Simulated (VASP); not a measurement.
Here is a VASP 6.6.1 calculation.

The input INCAR:

```
PREC = Accurate
ENCUT = 520
EDIFF = 1E-7
ISMEAR = -1
SIGMA = 0.1
LREAL = False
LASPH = True
NELM = 150
ALGO = Normal
ISIF = 2
LWAVE = False
LCHARG = False
MAGMOM = 0 0 0 0 0 0
LORBIT = 11
LSORBIT = True
GGA_COMPAT = False
LORBMOM = True
LMAXMIX = 4
LDAU = True
LDAUTYPE = 2
LDAUL = 2 -1
LDAUU = 4 0
LDAUJ = 0 0
LDAUPRINT = 1
GGA = PS
NBANDS = 39
```

KPOINTS

```
Automatic mesh
0
Gamma
  10 10 10
  0.5 0.5 0.5
```

POSCAR

```
TiRh
1.0
    3.0719811459      0.0000000000      0.0000000000
    0.0000000000      3.0719811459      0.0000000000
    0.0000000000      0.0000000000      3.0719811459
Ti Rh
1 1
Direct
    0.5000000000      0.5000000000      0.5000000000
    0.0000000000      0.0000000000      0.0000000000
```

Potentials or basis: VASP PAW PBE potentials, release 64 (Ti_sv, Rh_pv).

The run is started by

```bash
$ cat potpaw_PBE.64/Ti_sv/POTCAR potpaw_PBE.64/Rh_pv/POTCAR > POTCAR
$ mpirun -np 1 vasp_ncl > vasp.out
```

**Question.** What does it give for the pressure?

**Answer.** 7.8 GPa.

**Question.** Predict the net moment.

**Answer.** 0.00 μB per cell.

Moments on the atoms (μB; x, y, z):
```
Ti  0.00 0.00 0.00
Rh  0.00 0.00 0.00
```

Caveat: the cell stands under pressure; the PAW data sets were made with another functional, which shifts forces and pressure a little; the U is typed as a test and isn't derived for this compound. The state reached can hang on the start; a lower one may exist.
